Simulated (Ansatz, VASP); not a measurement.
Al: VASP beside Ansatz

INCAR

```
ALGO = Fast
EDIFF = 1E-6
ENCUT = 520
GGA = PS
ISIF = 2
ISMEAR = 0
LASPH = True
LCHARG = False
LREAL = False
LWAVE = False
NBANDS = 10
NELM = 80
PREC = Accurate
SIGMA = 0.15
```

The input KPOINTS:

```
k-points
0
Gamma
  18 18 10
```

POSCAR

```
Al
1.0
    2.8124553515      0.0000000000      0.0000000000
   -1.4062276757      2.4356577814      0.0000000000
    0.0000000000      0.0000000000      4.8668500000
Al
2
Direct
    0.4942878871      0.1485783142      0.7500000000
    0.3333333333      0.6666666667      0.2500000000
```

Input for Ansatz:

```yaml
crystal:
  lattice:
    - [2.8124553515, 0.0, 0.0]
    - [-1.4062276757, 2.4356577814, 0.0]
    - [0.0, 0.0, 4.86685]
  atoms:
    - { symbol: Al, position: [0.4942878871, 0.1485783142, 0.75] }
    - { symbol: Al, position: [0.3333333333, 0.6666666667, 0.25] }
basis:
  ecutwfc: 420
kpoints:
  mp_grid: { grid: [18, 18, 10] }
hamiltonian:
  xc: pbesol
scf:
  occupations: { method: gaussian, width: 0.15 }
output:
  forces: true
  stress: true
  eigenvalues: true
```

Alike in both runs: task single point; functional PBEsol; k mesh 18 × 18 × 10; occupations gaussian, width 0.15 eV; no spin polarisation.

|  | VASP | Ansatz |
| --- | --- | --- |
| version | VASP 6.6.1 | Ansatz 0.2.0 |
| potentials or method | VASP PAW PBE potentials, release 64 (Al), cutoff 520 eV | scalar-relativistic, plane waves, PAW |
| valence electrons in the cell | 6 | 6 |

```csv
,VASP,Ansatz,Ansatz less VASP
gap on the k mesh at the Fermi level (eV),none,none,-
pressure (GPa),0.3,0.3,-0.06
"traceless stress, the component that is largest in VASP (GPa)",1.06,1.06,+0.002
rms of the force components (eV/Å),0.239,0.238,-0.0014
```

VASP's potentials were made for PBE, not for PBEsol. Atom by atom the forces differ by 0.001 eV/Å (rms over components). A gap of «none» marks a metal or a gap that the smearing closes.
